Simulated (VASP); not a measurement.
# In2S (I-4m2) in VASP: single point with PBE

Aim: the single point of In2S with PBE.

Program: VASP 6.6.1. These are calculated values, not measurements. Logs are shortened: lines on timing, memory, paths and dates and some standing lists are left out, and cuts for length are marked.

## (1) The cell of the first run

The typed cell holds 6 atoms: a = 7.197 Å, b = 7.197 Å, c = 7.197 Å, α = 136.06°, β = 136.06°, γ = 63.89°.

## (2) Single point, PBE

File INCAR:

```
PREC     = Accurate       # precision mode
ENCUT    = 520            # plane-wave cutoff, eV
EDIFF    = 1E-7           # SCF threshold, eV
ISMEAR   = 0              # smearing method
SIGMA    = 0.15           # smearing width, eV
LREAL    = F              # projectors in reciprocal space
LASPH    = T              # aspherical terms in the spheres
NELM     = 100            # most SCF steps
ALGO     = Normal         # electronic algorithm
ISIF     = 2              # what is computed and relaxed
LWAVE    = F              # write WAVECAR
LCHARG   = T              # write CHGCAR
GGA      = PE             # functional
LELF     = T              # ELF
LVHAR    = T            
NBANDS   = 41             # bands
```

File KPOINTS:

```
regular mesh
0
Gamma
  3 3 3
```

File POSCAR:

```
In2S
1.0
   -2.6926915648      2.6926915648      6.1074437163
    2.6926915648     -2.6926915648      6.1074437163
    2.6926915648      2.6926915648     -6.1074437163
In S
4 2
Direct
    0.0002138627      0.5002138627      0.5000000000
    0.4997861373      0.9997861373      0.5000000000
    0.7500000000      0.2500000000      0.5000000000
    0.2500000000      0.7500000000      0.5000000000
    0.3075682081      0.3075682081      0.0000000000
    0.6924317919      0.6924317919      0.0000000000
```

Potentials or basis: VASP PAW PBE potentials, release 64 (In_d, S).

Run with:

```sh
$ cat potpaw_PBE.64/In_d/POTCAR potpaw_PBE.64/S/POTCAR > POTCAR
$ mpirun -np 1 vasp_std > vasp.out
```

OUTCAR:

```text
PREC = Accurate
   ENCUT = 520
   EDIFF = 1E-7
   ISMEAR = 0
   LREAL = F
   LASPH = T
   NELM = 100
   ISIF = 2
   GGA = PE

 ion  position               nearest neighbor table
   1  0.000  0.500  0.500-   4 3.05   3 3.06   2 3.81   2 3.81   2 3.81   2 3.81
   2  0.500  1.000  0.500-   4 3.05   3 3.06   1 3.81   1 3.81   1 3.81   1 3.81
   3  0.750  0.250  0.500-   5 2.78   6 2.78   5 2.78   6 2.78   2 3.06   1 3.06   4 3.81   4 3.81
                             4 3.81   4 3.81
   4  0.250  0.750  0.500-   5 2.78   6 2.78   5 2.78   6 2.78   2 3.05   1 3.05   3 3.81   3 3.81
                             3 3.81   3 3.81
   5  0.308  0.308  0.000-   3 2.78   4 2.78   4 2.78   3 2.78
   6  0.692  0.692  0.000-   4 2.78   3 2.78   3 2.78   4 2.78

  LATTYP: Found a body centered tetragonal cell.
 ALAT       =     5.3853831296
 C/A-ratio  =     2.2681556982

  Lattice vectors:

 A1 = (  -2.6926915648,   2.6926915648,   6.1074437163)
 A2 = (   2.6926915648,  -2.6926915648,   6.1074437163)
 A3 = (   2.6926915648,   2.6926915648,  -6.1074437163)

Analysis of symmetry for initial positions (statically):
=====================================================================
 Subroutine PRICEL returns:
 Original cell was already a primitive cell.

 Routine SETGRP: Setting up the symmetry group for a
 body centered tetragonal supercell.

 Subroutine GETGRP returns: Found  8 space group operations
 (whereof  8 operations were pure point group operations)
 out of a pool of 16 trial point group operations.

The static configuration has the point symmetry D_2d.

Analysis of symmetry for dynamics (positions and initial velocities):
=====================================================================
 Subroutine PRICEL returns:
 Original cell was already a primitive cell.

 Routine SETGRP: Setting up the symmetry group for a
 body centered tetragonal supercell.

 Subroutine GETGRP returns: Found  8 space group operations
 (whereof  8 operations were pure point group operations)
 out of a pool of 16 trial point group operations.

The dynamic configuration has the point symmetry D_2d.

 Subroutine INISYM returns: Found  8 space group operations
 (whereof  8 operations are pure point group operations),
 and found     1 'primitive' translations

----------------------------------------------------------------------------------------

                                     Primitive cell

  volume of cell :     177.1302

  direct lattice vectors                    reciprocal lattice vectors
    -2.692691565  2.692691565  6.107443716     0.000000000  0.185687810  0.081867312
     2.692691565 -2.692691565  6.107443716     0.185687810  0.000000000  0.081867312
     2.692691565  2.692691565 -6.107443716     0.185687810  0.185687810  0.000000000

  length of vectors
     7.197363717  7.197363717  7.197363717     0.202934028  0.202934028  0.262602219

  position of ions in fractional coordinates (direct lattice)
     0.000213863  0.500213863  0.500000000
     0.499786137  0.999786137  0.500000000
     0.750000000  0.250000000  0.500000000
     0.250000000  0.750000000  0.500000000
     0.307568208  0.307568208  0.000000000
     0.692431792  0.692431792  0.000000000

  ion indices of the primitive-cell ions
   primitive index   ion index
                 1           1
                 2           2
                 3           3
                 4           4
                 5           5
                 6           6

----------------------------------------------------------------------------------------

 KPOINTS: regular mesh

Automatic generation of k-mesh.
 Grid dimensions read from file:
 generate k-points for:    3    3    3

 Generating k-lattice:

  Cartesian coordinates                     Fractional coordinates (reciprocal lattice)
     0.000000000  0.061895937  0.027289104     0.333333333  0.000000000 -0.000000000
     0.061895937  0.000000000  0.027289104     0.000000000  0.333333333 -0.000000000
     0.061895937  0.061895937  0.000000000     0.000000000  0.000000000  0.333333333

  Length of vectors
     0.067644676  0.067644676  0.087534073

  Shift w.r.t. Gamma in fractional coordinates (k-lattice)
     0.000000000  0.000000000  0.000000000

 Subroutine IBZKPT returns following result:
 ===========================================

 Found      6 irreducible k-points:

 Following reciprocal coordinates:
            Coordinates               Weight
  0.000000  0.000000  0.000000      1.000000
  0.333333  0.000000  0.000000      8.000000
  0.333333  0.333333  0.000000      8.000000
 -0.333333  0.333333  0.000000      4.000000
 -0.333333  0.333333  0.333333      4.000000
 -0.333333 -0.333333  0.333333      2.000000
   k-points           NKPTS =      6   k-points in BZ     NKDIM =      6   number of bands    NBANDS=     41
   number of dos      NEDOS =    301   number of ions     NIONS =      6
   total plane-waves  NPLWV = 157464
   dimension x,y,z NGX =    54 NGY =   54 NGZ =   54
   dimension x,y,z NGXF=   108 NGYF=  108 NGZF=  108
   ions per type =               4   2
   NGX,Y,Z   is equivalent  to a cutoff of  12.47, 12.47, 12.47 a.u.
   NGXF,Y,Z  is equivalent  to a cutoff of  24.95, 24.95, 24.95 a.u.
 SYSTEM =  unknown system
   PREC   = accura    normal or accurate (medium, high low for compatibility)
   ISTART =      0    job   : 0-new  1-cont  2-samecut
   ICHARG =      2    charge: 1-file 2-atom 10-const
   ISPIN  =      1    spin polarized calculation?
   LNONCOLLINEAR =      F non collinear calculations
   LSORBIT =      F    spin-orbit coupling
   LASPH  =      T    aspherical Exc in radial PAW
   ENCUT  =  520.0 eV  38.22 Ry    6.18 a.u.  13.38 13.38 13.38*2*pi/ulx,y,z
   NELM   =    100;   NELMIN=  2; NELMDL= -5     # of ELM steps
   EDIFF  = 0.1E-06   stopping-criterion for ELM
   LREAL  =      F    real-space projection
   EDIFFG = 0.1E-05   stopping-criterion for IOM
   NSW    =      0    number of steps for IOM
   IBRION =     -1    ionic relax: 0-MD 1-quasi-New 2-CG
   NFREE  =      0    steps in history (QN), initial steepest desc. (CG)
   ISIF   =      2    stress and relaxation
   ISYM   =      2    0-nonsym 1-usesym 2-fastsym
   POTIM  = 0.5000    time-step for ionic-motion
   TEBEG  =    0.0;   TEEND  =   0.0 temperature during run
   PSTRESS=    0.0 pullay stress
   NELECT =      64.0000    total number of electrons
   NUPDOWN=      -1.0000    fix difference up-down
   EMIN   =  10.00;   EMAX   =-10.00  energy-range for DOS
   EFERMI =   0.00;   METHOD = LEGACY
   ISMEAR =     0;   SIGMA  =   0.15  broadening in eV -4-tet -1-fermi 0-gaus
   EFERMI_NEDOS =   21; number of points for ismear=-14 and -15
   IALGO  =     38    algorithm
   IMIX   =      4    mixing-type and parameters
     AMIX     =   0.40;   BMIX     =  1.00
     AMIX_MAG =   1.60;   BMIX_MAG =  1.00
  volume/ion in A,a.u.               =      29.52       199.22
  Fermi-wavevector in a.u.,A,eV,Ry     =   1.166014  2.203448 18.498340  1.359590
  Thomas-Fermi vector in A             =   2.302533
   LORBIT       =      0    0 simple, 1 ext, 2 COOP (PROOUT), +10 PAW based schemes
   GGA     = PE    functional components
   LHFCALC =     F    Hartree Fock is set to
   AEXX    =    0.0000 exact exchange contribution
   IVDW    =     0    specifies the selected vdW correction
   LEPSILON=     F    determine dielectric tensor
   LRPA    =     F    only Hartree local field effects (RPA)
 non-spin polarized calculation
 Gauss-broadening in eV      SIGMA  =   0.15
  energy-cutoff  :      520.00
  volume of cell :      177.13
 maximum number of plane-waves:      4780
 NGX is ok and might be reduce to    54
   NGX = 27   NGY = 27   NGZ = 27

 number of electron      63.9999997 magnetization

 Free energy of the ion-electron system (eV)
  ---------------------------------------------------
  ext. energy  EPLUGINS =         0.00000000
  ---------------------------------------------------
  free energy    TOTEN  =       -18.43735384 eV

  energy without entropy =      -18.34401203  energy(sigma->0) =      -18.39068294

 E-fermi :   4.8325     XC(G=0):  -9.0094

 val. band max:        4.8104854921   @ k =   0.3333   0.0000   0.0000
 cond. band min:       4.8454327155   @ k =   0.3333   0.3333   0.0000
 fundamental gap:      0.0349472234
 Fermi energy:         4.8325282050

 k-point     1 :       0.0000    0.0000    0.0000
  band No.  band energies     occupation
      1     -10.1172      2.00000
      2      -9.9974      2.00000
      3      -9.9333      2.00000
      4      -9.8836      2.00000
      5      -9.8670      2.00000
      6      -9.8670      2.00000
[... 33 lines left out ...]
     40      10.2383      0.00000
     41      10.4103      0.00000

 k-point     2 :       0.3333    0.0000    0.0000
  band No.  band energies     occupation
      1     -10.0622      2.00000
      2      -9.9401      2.00000
      3      -9.9172      2.00000
      4      -9.8980      2.00000
      5      -9.8694      2.00000
      6      -9.8683      2.00000
[... 33 lines left out ...]
     40       9.4921      0.00000
     41      10.1751      0.00000

 k-point     3 :       0.3333    0.3333    0.0000
  band No.  band energies     occupation
      1     -10.0377      2.00000
      2      -9.9628      2.00000
      3      -9.9255      2.00000
      4      -9.8765      2.00000
      5      -9.8600      2.00000
      6      -9.8578      2.00000
[... 33 lines left out ...]
     40       9.5299      0.00000
     41      10.1232      0.00000

 k-point     4 :      -0.3333    0.3333    0.0000
  band No.  band energies     occupation
      1     -10.0889      2.00000
      2      -9.9354      2.00000
      3      -9.8826      2.00000
      4      -9.8806      2.00000
      5      -9.8576      2.00000
      6      -9.8552      2.00000
[... 33 lines left out ...]
     40       8.9915      0.00000
     41       9.9687      0.00000

 k-point     5 :      -0.3333    0.3333    0.3333
  band No.  band energies     occupation
      1     -10.0697      2.00000
      2      -9.9143      2.00000
      3      -9.9119      2.00000
      4      -9.8972      2.00000
      5      -9.8903      2.00000
      6      -9.8787      2.00000
[... 33 lines left out ...]
     40       8.9995      0.00000
     41       9.5601      0.00000

 k-point     6 :      -0.3333   -0.3333    0.3333
  band No.  band energies     occupation
      1     -10.0203      2.00000
      2     -10.0132      2.00000
      3      -9.9903      2.00000
      4      -9.9322      2.00000
      5      -9.8883      2.00000
      6      -9.8883      2.00000
[... 33 lines left out ...]
     40       9.8690      0.00000
     41       9.8691      0.00000

------------------------ aborting loop because EDIFF is reached ----------------------------------------

  FORCE on cell =-STRESS in cart. coord.  units (eV):
  Direction    XX          YY          ZZ          XY          YZ          ZX
  --------------------------------------------------------------------------------------
  -------------------------------------------------------------------------------------
  Total       -0.8793736     -0.8793736     -0.5790799      0.0000000      0.0000000      0.0000000
  in kB       -7.9541049     -7.9541049     -5.2378903      0.0000000      0.0000000      0.0000000
  external PRESSURE =      -7.0487000 kB  Pullay stress =       0.0000000 kB

 VOLUME and BASIS-vectors are now :
 -----------------------------------------------------------------------------
  energy-cutoff  :      520.00
  volume of cell :      177.13
      direct lattice vectors                 reciprocal lattice vectors
    -2.692691565  2.692691565  6.107443716     0.000000000  0.185687810  0.081867312
     2.692691565 -2.692691565  6.107443716     0.185687810  0.000000000  0.081867312
     2.692691565  2.692691565 -6.107443716     0.185687810  0.185687810  0.000000000

 POSITION                                       TOTAL-FORCE (eV/Angst)
 -----------------------------------------------------------------------------------
      2.69269      0.00000      0.00261         0.000000     -0.000000     -0.007175
      2.69269      0.00000      6.10483         0.000000     -0.000000      0.007175
      0.00000      2.69269      3.05372        -0.000000      0.000000     -0.000000
      2.69269      0.00000      3.05372        -0.000000      0.000000     -0.000000
      0.00000      0.00000      3.75691         0.000000      0.000000      0.043363
      0.00000      0.00000      8.45798         0.000000      0.000000     -0.043363
 -----------------------------------------------------------------------------------
    total drift:                                0.000000     -0.000000     -0.000000

  FREE ENERGIE OF THE ION-ELECTRON SYSTEM (eV)
  ---------------------------------------------------
  free  energy   TOTEN  =       -18.4373538418 eV

  energy  without entropy=      -18.3440120312  energy(sigma->0) =      -18.39068294
```

Wall time 1.9 min (1 thread of Intel Xeon Platinum 8259CL at 2.50GHz (Skylake/Cascade Lake), shared host); peak memory 0.38 GiB.

What came out:

| Item | Value |
| --- | --- |
| Free energy | -18.4374 eV |
| Pressure | -0.7 GPa |
| Largest force | 0.043 eV/Å |
| Band gap on the k mesh | zero (band 32 reaches 4.81 eV, above the bottom of band 33 at 4.75 eV) |

Forces on the atoms (eV/Å):
```
In   0.000  0.000 -0.007
In   0.000  0.000  0.007
In   0.000  0.000  0.000
In   0.000  0.000  0.000
S    0.000  0.000  0.043
S    0.000  0.000 -0.043
```

Caveat: the k points lie up to 0.55 Å⁻¹ apart; spin-orbit coupling is left out, which moves the levels of the heavy elements.
